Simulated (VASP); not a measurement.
# AlRu (P4/mmm) in VASP: a series of runs

Runs on AlRu. Level: PBEsol. Tasks: single point.

Program: VASP 6.6.1. These are calculated values, not measurements. Logs are shortened: lines on timing, memory, paths and dates and some standing lists are left out, and cuts for length are marked.

## 1. The cell of the first run

It takes space group P4/mmm (No. 123, tetragonal). The conventional cell has a = 2.992 Å, b = 2.992 Å, c = 3.096 Å, α = 90.00°, β = 90.00°, γ = 90.00°. Within 3.5 Å of Al (site symmetry 4/mmm) lie 8 Ru at 2.62 Å and 6 Al at 2.99 to 3.10 Å. Ru (site symmetry 4/mmm) has 8 Al at 2.62 Å and 6 Ru at 2.99 to 3.10 Å within 3.5 Å.

## 2. Single point, PBEsol (strain +0.0350 x Voigt [1, 0, 0, 0, 0, 0])

INCAR

```
SYSTEM = AlRu
ALGO     = Fast           ! electronic algorithm
EDIFF    = 1E-7           ! SCF threshold, eV
ENCUT    = 520            ! plane-wave cutoff, eV
GGA      = PS             ! functional
ISIF     = 2              ! what is computed and relaxed
ISMEAR   = 0              ! smearing method
LASPH    = .TRUE.         ! aspherical terms in the spheres
LCHARG   = .FALSE.        ! write CHGCAR
LREAL    = .FALSE.        ! projectors in reciprocal space
LWAVE    = .FALSE.        ! write WAVECAR
NBANDS   = 16             ! bands
NELM     = 80             ! most SCF steps
PREC     = Accurate       ! precision mode
SIGMA    = 0.15           ! smearing width, eV
```

KPOINTS

```
k-points
0
G
  16 16 16
  0 0 0
```

POSCAR

```
AlRu
1.0
    3.0963060000      0.0000000000      0.0000000000
    0.0000000000      2.9916000000      0.0000000000
    0.0000000000      0.0000000000      2.9916000000
Al Ru
1 1
Direct
    0.0000000000      0.0000000000      0.0000000000
    0.5000000000      0.5000000000      0.5000000000
```

Potentials or basis: VASP PAW PBE potentials, release 64 (Al, Ru_pv).

On the command line:

```
> cat potpaw_PBE.64/Al/POTCAR potpaw_PBE.64/Ru_pv/POTCAR > POTCAR
> mpirun -np 1 vasp_std > vasp.out
```

OUTCAR:

```text
SYSTEM = AlRu
   EDIFF = 1E-7
   ENCUT = 520
   GGA = PS
   ISIF = 2
   ISMEAR = 0
   LASPH = .TRUE.
   LREAL = .FALSE.
   NELM = 80
   PREC = Accurate

 ion  position               nearest neighbor table
   1  0.000  0.000  0.000-   2 2.62   2 2.62   2 2.62   2 2.62   2 2.62   2 2.62   2 2.62   2 2.62

   2  0.500  0.500  0.500-   1 2.62   1 2.62   1 2.62   1 2.62   1 2.62   1 2.62   1 2.62   1 2.62

  LATTYP: Found a simple tetragonal cell.
 ALAT       =     2.9916000000
 C/A-ratio  =     1.0350000000

  Lattice vectors:

 A1 = (   0.0000000000,   2.9916000000,   0.0000000000)
 A2 = (   0.0000000000,   0.0000000000,   2.9916000000)
 A3 = (   3.0963060000,   0.0000000000,   0.0000000000)

Analysis of symmetry for initial positions (statically):
=====================================================================
 Subroutine PRICEL returns:
 Original cell was already a primitive cell.

 Routine SETGRP: Setting up the symmetry group for a
 simple tetragonal supercell.

 Subroutine GETGRP returns: Found 16 space group operations
 (whereof 16 operations were pure point group operations)
 out of a pool of 16 trial point group operations.

The static configuration has the point symmetry D_4h.

Analysis of symmetry for dynamics (positions and initial velocities):
=====================================================================
 Subroutine PRICEL returns:
 Original cell was already a primitive cell.

 Routine SETGRP: Setting up the symmetry group for a
 simple tetragonal supercell.

 Subroutine GETGRP returns: Found 16 space group operations
 (whereof 16 operations were pure point group operations)
 out of a pool of 16 trial point group operations.

The dynamic configuration has the point symmetry D_4h.

 Subroutine INISYM returns: Found 16 space group operations
 (whereof 16 operations are pure point group operations),
 and found     1 'primitive' translations

----------------------------------------------------------------------------------------

                                     Primitive cell

  volume of cell :      27.7109

  direct lattice vectors                    reciprocal lattice vectors
     3.096306000  0.000000000  0.000000000     0.322965495  0.000000000  0.000000000
     0.000000000  2.991600000  0.000000000     0.000000000  0.334269287  0.000000000
     0.000000000  0.000000000  2.991600000     0.000000000  0.000000000  0.334269287

  length of vectors
     3.096306000  2.991600000  2.991600000     0.322965495  0.334269287  0.334269287

  position of ions in fractional coordinates (direct lattice)
     0.000000000  0.000000000  0.000000000
     0.500000000  0.500000000  0.500000000

  ion indices of the primitive-cell ions
   primitive index   ion index
                 1           1
                 2           2

----------------------------------------------------------------------------------------

 KPOINTS: k-points

Automatic generation of k-mesh.
 Grid dimensions read from file:
 generate k-points for:   16   16   16

 Generating k-lattice:

  Cartesian coordinates                     Fractional coordinates (reciprocal lattice)
     0.020185343  0.000000000  0.000000000     0.062500000  0.000000000  0.000000000
     0.000000000  0.020891830  0.000000000     0.000000000  0.062500000  0.000000000
     0.000000000  0.000000000  0.020891830     0.000000000  0.000000000  0.062500000

  Length of vectors
     0.020185343  0.020891830  0.020891830

  Shift w.r.t. Gamma in fractional coordinates (k-lattice)
     0.000000000  0.000000000  0.000000000

 Subroutine IBZKPT returns following result:
 ===========================================

 Found    405 irreducible k-points:

 Following reciprocal coordinates:
            Coordinates               Weight
  0.000000  0.000000  0.000000      1.000000
  0.062500  0.000000  0.000000      2.000000
  0.125000  0.000000  0.000000      2.000000
  0.187500  0.000000  0.000000      2.000000
  0.250000  0.000000  0.000000      2.000000
  0.312500  0.000000  0.000000      2.000000
[... 16 lines left out ...]
  0.250000  0.125000  0.000000      8.000000
  0.312500  0.125000  0.000000      8.000000
 [... further k-points ...]
   k-points           NKPTS =    405   k-points in BZ     NKDIM =    405   number of bands    NBANDS=     16
   number of dos      NEDOS =    301   number of ions     NIONS =      2
   total plane-waves  NPLWV =  13824
   dimension x,y,z NGX =    24 NGY =   24 NGZ =   24
   dimension x,y,z NGXF=    48 NGYF=   48 NGZF=   48
   ions per type =               1   1
   NGX,Y,Z   is equivalent  to a cutoff of  12.89, 13.34, 13.34 a.u.
   NGXF,Y,Z  is equivalent  to a cutoff of  25.77, 26.67, 26.67 a.u.
 SYSTEM =  AlRu
   PREC   = accura    normal or accurate (medium, high low for compatibility)
   ISTART =      0    job   : 0-new  1-cont  2-samecut
   ICHARG =      2    charge: 1-file 2-atom 10-const
   ISPIN  =      1    spin polarized calculation?
   LNONCOLLINEAR =      F non collinear calculations
   LSORBIT =      F    spin-orbit coupling
   LASPH  =      T    aspherical Exc in radial PAW
   ENCUT  =  520.0 eV  38.22 Ry    6.18 a.u.   5.76  5.56  5.56*2*pi/ulx,y,z
   NELM   =     80;   NELMIN=  2; NELMDL= -5     # of ELM steps
   EDIFF  = 0.1E-06   stopping-criterion for ELM
   LREAL  =      F    real-space projection
   EDIFFG = 0.1E-05   stopping-criterion for IOM
   NSW    =      0    number of steps for IOM
   IBRION =     -1    ionic relax: 0-MD 1-quasi-New 2-CG
   NFREE  =      0    steps in history (QN), initial steepest desc. (CG)
   ISIF   =      2    stress and relaxation
   ISYM   =      2    0-nonsym 1-usesym 2-fastsym
   POTIM  = 0.5000    time-step for ionic-motion
   TEBEG  =    0.0;   TEEND  =   0.0 temperature during run
   PSTRESS=    0.0 pullay stress
   NELECT =      17.0000    total number of electrons
   NUPDOWN=      -1.0000    fix difference up-down
   EMIN   =  10.00;   EMAX   =-10.00  energy-range for DOS
   EFERMI =   0.00;   METHOD = LEGACY
   ISMEAR =     0;   SIGMA  =   0.15  broadening in eV -4-tet -1-fermi 0-gaus
   EFERMI_NEDOS =   21; number of points for ismear=-14 and -15
   IALGO  =     68    algorithm
   IMIX   =      4    mixing-type and parameters
     AMIX     =   0.40;   BMIX     =  1.00
     AMIX_MAG =   1.60;   BMIX_MAG =  1.00
  volume/ion in A,a.u.               =      13.86        93.50
  Fermi-wavevector in a.u.,A,eV,Ry     =   1.391044  2.628692 26.327315  1.935003
  Thomas-Fermi vector in A             =   2.514921
   LORBIT       =      0    0 simple, 1 ext, 2 COOP (PROOUT), +10 PAW based schemes
   GGA     = PS    functional components
   LHFCALC =     F    Hartree Fock is set to
   AEXX    =    0.0000 exact exchange contribution
   IVDW    =     0    specifies the selected vdW correction
   LEPSILON=     F    determine dielectric tensor
   LRPA    =     F    only Hartree local field effects (RPA)
 non-spin polarized calculation
 RMM-DIIS sequential band-by-band and
 Gauss-broadening in eV      SIGMA  =   0.15
  energy-cutoff  :      520.00
  volume of cell :       27.71
 maximum number of plane-waves:       762
 NGX is ok and might be reduce to    24
   NGX = 11   NGY = 11   NGZ = 11

 number of electron      16.9999998 magnetization

 Free energy of the ion-electron system (eV)
  ---------------------------------------------------
  ext. energy  EPLUGINS =         0.00000000
  ---------------------------------------------------
  free energy    TOTEN  =       -15.47508060 eV

  energy without entropy =      -15.45523977  energy(sigma->0) =      -15.46516019

 E-fermi :  10.1426     XC(G=0): -12.5106

 val. band max:       10.1335493885   @ k =   0.2500   0.4375   0.1875
 cond. band min:      10.1496229729   @ k =   0.2500   0.1250   0.0625
 fundamental gap:      0.0160735844
 Fermi energy:        10.1426393692

 k-point     1 :       0.0000    0.0000    0.0000
  band No.  band energies     occupation
      1     -31.6030      2.00000
      2     -31.5670      2.00000
      3     -31.5670      2.00000
      4       0.6359      2.00000
      5       6.6997      2.00000
      6       6.7174      2.00000
[... 8 lines left out ...]
     15      22.1288      0.00000
     16      24.6030      0.00000

 k-point     2 :       0.0625    0.0000    0.0000
  band No.  band energies     occupation
      1     -31.6086      2.00000
      2     -31.5666      2.00000
      3     -31.5666      2.00000
      4       0.7060      2.00000
      5       6.7145      2.00000
      6       6.7399      2.00000
[... 8 lines left out ...]
     15      22.1290      0.00000
     16      24.7731      0.00000

 k-point     3 :       0.1250    0.0000    0.0000
  band No.  band energies     occupation
      1     -31.6248      2.00000
      2     -31.5653      2.00000
      3     -31.5653      2.00000
      4       0.9143      2.00000
      5       6.7441      2.00000
      6       6.8051      2.00000
[... 8 lines left out ...]
     15      22.1304      0.00000
     16      25.3422      0.00000

 k-point     4 :       0.1875    0.0000    0.0000
  band No.  band energies     occupation
      1     -31.6488      2.00000
      2     -31.5634      2.00000
      3     -31.5634      2.00000
      4       1.2541      2.00000
      5       6.7419      2.00000
      6       6.9058      2.00000
[... 8 lines left out ...]
     15      22.3888      0.00000
     16      26.3846      0.00000
[... 324 lines left out ...]
 k-point    22 :       0.1875    0.1250    0.0000
  band No.  band energies     occupation
      1     -31.6458      2.00000
      2     -31.5937      2.00000
      3     -31.5608      2.00000
      4       1.5335      2.00000
      5       6.8629      2.00000
      6       7.0195      2.00000
[... 8 lines left out ...]
     15      22.9818      0.00000
     16      26.1529      0.00000

 k-point    23 :       0.2500    0.1250    0.0000
  band No.  band energies     occupation
      1     -31.6739      2.00000
      2     -31.5912      2.00000
      3     -31.5585      2.00000
      4       1.9805      2.00000
      5       6.7512      2.00000
      6       7.1488      2.00000
[... 8 lines left out ...]
     15      23.6399      0.00000
     16      25.0358      0.00000

 k-point    24 :       0.3125    0.1250    0.0000
  band No.  band energies     occupation
      1     -31.7019      2.00000
      2     -31.5887      2.00000
      3     -31.5562      2.00000
      4       2.5288      2.00000
      5       6.4418      2.00000
      6       7.2879      2.00000
[... 8 lines left out ...]
     15      23.7623      0.00000
     16      24.2608      0.00000

 [... further k-points ...]

------------------------ aborting loop because EDIFF is reached ----------------------------------------

  FORCE on cell =-STRESS in cart. coord.  units (eV):
  Direction    XX          YY          ZZ          XY          YZ          ZX
  --------------------------------------------------------------------------------------
  -------------------------------------------------------------------------------------
  Total       -2.2520198     -1.3675497     -1.3675497     -0.0000000      0.0000000      0.0000000
  in kB     -130.2062613    -79.0683658    -79.0683658     -0.0000000      0.0000000      0.0000000
  external PRESSURE =     -96.1143309 kB  Pullay stress =       0.0000000 kB

 VOLUME and BASIS-vectors are now :
 -----------------------------------------------------------------------------
  energy-cutoff  :      520.00
  volume of cell :       27.71
      direct lattice vectors                 reciprocal lattice vectors
     3.096306000  0.000000000  0.000000000     0.322965495  0.000000000  0.000000000
     0.000000000  2.991600000  0.000000000     0.000000000  0.334269287  0.000000000
     0.000000000  0.000000000  2.991600000     0.000000000  0.000000000  0.334269287

 POSITION                                       TOTAL-FORCE (eV/Angst)
 -----------------------------------------------------------------------------------
      0.00000      0.00000      0.00000         0.000000      0.000000      0.000000
      1.54815      1.49580      1.49580         0.000000      0.000000      0.000000
 -----------------------------------------------------------------------------------
    total drift:                                0.000000     -0.000000     -0.000000

  FREE ENERGIE OF THE ION-ELECTRON SYSTEM (eV)
  ---------------------------------------------------
  free  energy   TOTEN  =       -15.4750806004 eV

  energy  without entropy=      -15.4552397750  energy(sigma->0) =      -15.46516019
```

Wall time 86 s (1 thread of AMD EPYC 9R45 (Zen 5), shared host); peak memory 0.25 GiB.

Results:

- Free energy: -15.4751 eV
- Pressure: -9.6 GPa
- Band gap on the k mesh: zero (an odd number of electrons rules out a gap without spin polarisation)

Caveat: the cell differs from its parent crystal (strain +0.0350 x Voigt [1, 0, 0, 0, 0, 0]); the cell stands under tension; the PAW data sets were made with another functional, which shifts forces and pressure a little.

## 3. Single point, PBEsol (strain +0.0400 x Voigt [1, 0, 0, 0, 0, 0])

INCAR

```
PREC     = Accurate       # precision mode
ENCUT    = 520            # plane-wave cutoff, eV
EDIFF    = 1E-6           # SCF threshold, eV
ISMEAR   = 0              # smearing method
SIGMA    = 0.15           # smearing width, eV
LREAL    = F              # projectors in reciprocal space
LASPH    = T              # aspherical terms in the spheres
NELM     = 100            # most SCF steps
ALGO     = Fast           # electronic algorithm
ISIF     = 2              # what is computed and relaxed
LWAVE    = F              # write WAVECAR
LCHARG   = F              # write CHGCAR
GGA      = PS             # functional
NBANDS   = 16             # bands
```

KPOINTS

```
regular mesh
0
Gamma
  16 16 16
```

POSCAR, as its differences from that of step 2:

```diff
@@ -2,3 +2,3 @@
 1.0
-    3.0963060000      0.0000000000      0.0000000000
+    3.1112640000      0.0000000000      0.0000000000
     0.0000000000      2.9916000000      0.0000000000
```

Potentials or basis: VASP PAW PBE potentials, release 64 (Al, Ru_pv).

On the command line:

```
> cat potpaw_PBE.64/Al/POTCAR potpaw_PBE.64/Ru_pv/POTCAR > POTCAR
> mpirun -np 1 vasp_std > vasp.out
```

OUTCAR:

```text
PREC = Accurate
   ENCUT = 520
   EDIFF = 1E-6
   ISMEAR = 0
   LREAL = F
   LASPH = T
   NELM = 100
   ISIF = 2
   GGA = PS

 ion  position               nearest neighbor table
   1  0.000  0.000  0.000-   2 2.63   2 2.63   2 2.63   2 2.63   2 2.63   2 2.63   2 2.63   2 2.63

   2  0.500  0.500  0.500-   1 2.63   1 2.63   1 2.63   1 2.63   1 2.63   1 2.63   1 2.63   1 2.63

  LATTYP: Found a simple tetragonal cell.
 ALAT       =     2.9916000000
 C/A-ratio  =     1.0400000000

  Lattice vectors:

 A1 = (   0.0000000000,   2.9916000000,   0.0000000000)
 A2 = (   0.0000000000,   0.0000000000,   2.9916000000)
 A3 = (   3.1112640000,   0.0000000000,   0.0000000000)

Analysis of symmetry for initial positions (statically):
=====================================================================
 Subroutine PRICEL returns:
 Original cell was already a primitive cell.

 Routine SETGRP: Setting up the symmetry group for a
 simple tetragonal supercell.

 Subroutine GETGRP returns: Found 16 space group operations
 (whereof 16 operations were pure point group operations)
 out of a pool of 16 trial point group operations.
[... 164 lines left out ...]

 E-fermi :  10.0792     XC(G=0): -12.4861

 val. band max:       10.0764418277   @ k =   0.0000   0.3750   0.1250
 cond. band min:      10.0855351204   @ k =   0.0625   0.1875   0.0625
 fundamental gap:      0.0090932927
 Fermi energy:        10.0791710924

 k-point     1 :       0.0000    0.0000    0.0000
  band No.  band energies     occupation
      1     -31.6688      2.00000
      2     -31.6284      2.00000
      3     -31.6284      2.00000
      4       0.5978      2.00000
      5       6.6570      2.00000
      6       6.6778      2.00000
[... 433 lines left out ...]
      3     -31.6181      2.00000
      4       2.4755      2.00000
      5       6.3750      2.00000
      6       7.2381      2.00000
[... 8 lines left out ...]
     15      23.6360      0.00000
     16      24.1616      0.00000

 [... further k-points ...]

------------------------ aborting loop because EDIFF is reached ----------------------------------------

  FORCE on cell =-STRESS in cart. coord.  units (eV):
  Direction    XX          YY          ZZ          XY          YZ          ZX
  --------------------------------------------------------------------------------------
  -------------------------------------------------------------------------------------
  Total       -2.4902852     -1.4931016     -1.4931016      0.0000000      0.0000000      0.0000000
  in kB     -143.2899595    -85.9124337    -85.9124337      0.0000000      0.0000000      0.0000000
  external PRESSURE =    -105.0382757 kB  Pullay stress =       0.0000000 kB

 VOLUME and BASIS-vectors are now :
 -----------------------------------------------------------------------------
  energy-cutoff  :      520.00
  volume of cell :       27.84
      direct lattice vectors                 reciprocal lattice vectors
     3.111264000  0.000000000  0.000000000     0.321412776  0.000000000  0.000000000
     0.000000000  2.991600000  0.000000000     0.000000000  0.334269287  0.000000000
     0.000000000  0.000000000  2.991600000     0.000000000  0.000000000  0.334269287

 POSITION                                       TOTAL-FORCE (eV/Angst)
 -----------------------------------------------------------------------------------
      0.00000      0.00000      0.00000         0.000000      0.000000      0.000000
      1.55563      1.49580      1.49580         0.000000      0.000000      0.000000
 -----------------------------------------------------------------------------------
    total drift:                                0.000000     -0.000000     -0.000000

  FREE ENERGIE OF THE ION-ELECTRON SYSTEM (eV)
  ---------------------------------------------------
  free  energy   TOTEN  =       -15.4637468840 eV

  energy  without entropy=      -15.4438200000  energy(sigma->0) =      -15.45378344
```

OSZICAR:

```text
N       E                     dE             d eps       ncg     rms          rms(c)
DAV:   1     0.112343949030E+03    0.11234E+03   -0.91310E+03 13288   0.981E+02
DAV:   2    -0.143777200676E+02   -0.12672E+03   -0.12053E+03 15136   0.288E+02
DAV:   3    -0.162315219677E+02   -0.18538E+01   -0.18483E+01 16304   0.363E+01
DAV:   4    -0.162454813286E+02   -0.13959E-01   -0.13941E-01 16720   0.330E+00
DAV:   5    -0.162456887988E+02   -0.20747E-03   -0.20717E-03 15848   0.381E-01    0.121E+01
RMM:   6    -0.155799372042E+02    0.66575E+00   -0.23895E+00 13349   0.119E+01    0.235E+00
RMM:   7    -0.154829935116E+02    0.96944E-01   -0.16283E-01 13692   0.324E+00    0.183E+00
RMM:   8    -0.154641409272E+02    0.18853E-01   -0.19045E-02 14099   0.965E-01    0.205E-01
RMM:   9    -0.154637584719E+02    0.38246E-03   -0.14345E-03 14665   0.299E-01    0.124E-01
RMM:  10    -0.154637465809E+02    0.11891E-04   -0.18104E-04 15701   0.120E-01    0.288E-02
RMM:  11    -0.154637480428E+02   -0.14619E-05   -0.38959E-05 15528   0.480E-02    0.185E-02
RMM:  12    -0.154637469967E+02    0.10461E-05   -0.11227E-05 15099   0.268E-02    0.120E-02
RMM:  13    -0.154637468840E+02    0.11279E-06   -0.18783E-06 12285   0.115E-02
   1 F= -.15463747E+02 E0= -.15453783E+02  d E =-.199269E-01
```

Run time: 80 s. Hardware: 1 thread of AMD EPYC 9R45 (Zen 5), shared host; peak memory 0.25 GiB.

What came out:

| Property | Result |
| --- | --- |
| Free energy | -15.4637 eV |
| Pressure | -10.5 GPa |
| Band gap on the k mesh | zero (an odd number of electrons rules out a gap without spin polarisation) |

Stress tensor (GPa, compression positive):
```
-14.33   0.00   0.00
  0.00  -8.59   0.00
  0.00   0.00  -8.59
```

Caveat: the cell differs from its parent crystal (strain +0.0400 x Voigt [1, 0, 0, 0, 0, 0]); the cell stands under tension; the PAW data sets were made with another functional, which shifts forces and pressure a little.
